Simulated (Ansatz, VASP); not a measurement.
# One calculation of MoN2, two programs

INCAR

```
SYSTEM = MoN2
PREC = Accurate ; ENCUT = 520
EDIFF = 1E-6 ; ISMEAR = -1
SIGMA = 0.05 ; LREAL = .FALSE.
LASPH = .TRUE. ; NELM = 80
ALGO = Normal ; ISIF = 2
LWAVE = .FALSE. ; LCHARG = .FALSE.
GGA = PS ; NBANDS = 33
```

KPOINTS

```
regular mesh
0
G
  6 6 8
  0 0 0
```

Contents of POSCAR:

```
MoN2
1.0
    4.3480530000      0.0000000000      0.0000000000
    0.0000000000      4.3480530000      0.0000000000
    0.0000000000      0.0000000000      2.7674600000
Mo N
2 4
Direct
    0.0000000000      0.0000000000      0.0000000000
    0.5000000000      0.5000000000      0.0000000000
    0.6116470000      0.8883530000      0.5000000000
    0.3883530000      0.1116470000      0.5000000000
    0.1116470000      0.6116470000      0.5000000000
    0.8883530000      0.3883530000      0.5000000000
```

File input.yaml:

```yaml
crystal:
  lattice:
    - [4.348053, 0.0, 0.0]
    - [0.0, 4.348053, 0.0]
    - [0.0, 0.0, 2.76746]
  atoms:
    - { symbol: Mo, position: [0.0, 0.0, 0.0] }
    - { symbol: Mo, position: [0.5, 0.5, 0.0] }
    - { symbol: "N", position: [0.611647, 0.888353, 0.5] }
    - { symbol: "N", position: [0.388353, 0.111647, 0.5] }
    - { symbol: "N", position: [0.111647, 0.611647, 0.5] }
    - { symbol: "N", position: [0.888353, 0.388353, 0.5] }
hamiltonian:
  xc: pbesol
  pseudopotentials: { kind: paw }
kpoints:
  mp_grid: { grid: [6, 6, 8] }
scf:
  occupations: { method: fermi_dirac, width: 0.05 }
  n_extra_bands: 15
output:
  forces: true
  stress: true
  eigenvalues: true
  dos: { projected: false, de: 0.05, nscf_kmesh: { grid: [9, 9, 12] } }
```

Alike in both runs: functional PBEsol; k mesh 6 × 6 × 8; occupations fermi-dirac, width 0.05 eV; no spin polarisation.

|  | VASP | Ansatz |
| --- | --- | --- |
| version | VASP 6.6.1 | Ansatz 0.2.0 |
| potentials or method | VASP PAW PBE potentials, release 64 (Mo_sv, N) | Ansatz PAW |
| plane-wave cutoff (eV) | 520 | 420 |
| valence electrons in the cell | 48 | 48 |
| task | single point | density of states |

```csv
,VASP,Ansatz,Ansatz less VASP
gap on the k mesh at the Fermi level (eV),none,none,-
pressure (GPa),-13.6,-14.2,-0.60
"traceless stress, the component that is largest in VASP (GPa)",-0.58,-0.25,+0.331
rms of the force components (eV/Å),0.064,0.007,-0.0574
```

VASP's potentials were made for PBE, not for PBEsol. Atom by atom the forces differ by 0.057 eV/Å (rms over components). A gap of «none» marks a metal or a gap that the smearing closes. The functional is the same, so the differences come from potentials, cutoffs and numerics.
